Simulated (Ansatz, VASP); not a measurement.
Given: the input of a run of Ansatz 0.2.0 on CaSe.

input.yaml

```yaml
crystal:
  lattice:
    - [0.0, 2.956, 2.956]
    - [2.956, 0.0, 2.956]
    - [2.956, 2.956, 0.0]
  atoms:
    - { symbol: Se, position: [0.497296, 0.485034, 0.499874] }
    - { symbol: Ca, position: [0.005185, 0.005618, -0.00701] }
kpoints:
  mp_grid: { grid: [8, 8, 8] }
scf:
  occupations: { method: fermi_dirac, width: 0.05 }
hamiltonian:
  xc: pbe
  pseudopotentials: { kind: all_electron, lapw: { basis_error: 0.001 } }
output:
  forces: true
  stress: true
  eigenvalues: true
  populations: true
```

Potentials or basis: all-electron LAPW, scalar-relativistic.

Launch:

```bash
$ ansatz run input.yaml --threads 1 --pin off --max-ram 3072MiB --backend cpu --events-out ev --progress --plain --runs-dir out
```

Q: Set up the same calculation for VASP 6.6.1. Potentials there: VASP PAW PBE potentials, release 64 (Se, Ca_sv).

A: As run (the cutoff follows the program's own potentials):

Contents of INCAR:

```
SYSTEM = CaSe
ALGO = Normal
EDIFF = 1E-7
ENCUT = 520
GGA = PE
ISIF = 2
ISMEAR = -1
LASPH = .True.
LCHARG = .False.
LREAL = .False.
LWAVE = .False.
NBANDS = 15
NELM = 80
PREC = Accurate
SIGMA = 0.05
```

The input KPOINTS:

```
k-points
0
Gamma
  8 8 8
  0 0 0
```

Contents of POSCAR:

```
CaSe
1.0
    0.0000000000      2.9560000000      2.9560000000
    2.9560000000      0.0000000000      2.9560000000
    2.9560000000      2.9560000000      0.0000000000
Se Ca
1 1
Direct
    0.4972960000      0.4850340000      0.4998740000
    0.0051850000      0.0056180000     -0.0070100000
```

Potentials or basis: VASP PAW PBE potentials, release 64 (Se, Ca_sv).

Run with:

```sh
$ cat potpaw_PBE.64/Se/POTCAR potpaw_PBE.64/Ca_sv/POTCAR > POTCAR
$ mpirun -np 1 vasp_std > vasp.out
```

Both were run:

|  | VASP | Ansatz | Ansatz less VASP |
| --- | --- | --- | --- |
| gap on the k mesh at the Fermi level (eV) | 2.04 | 2.05 | +0.009 |
| least direct gap on the mesh (eV) | 2.96 | 2.97 | +0.008 |
| pressure (GPa) | 1.5 | 1.3 | -0.18 |
| traceless stress, the component that is largest in VASP (GPa) | 0.28 | 0.28 | -0.003 |
| rms of the force components (eV/Å) | 0.173 | 0.170 | -0.0027 |

Atom by atom the forces differ by 0.003 eV/Å (rms over components). Ansatz ran all-electron here, and VASP with PAW potentials.
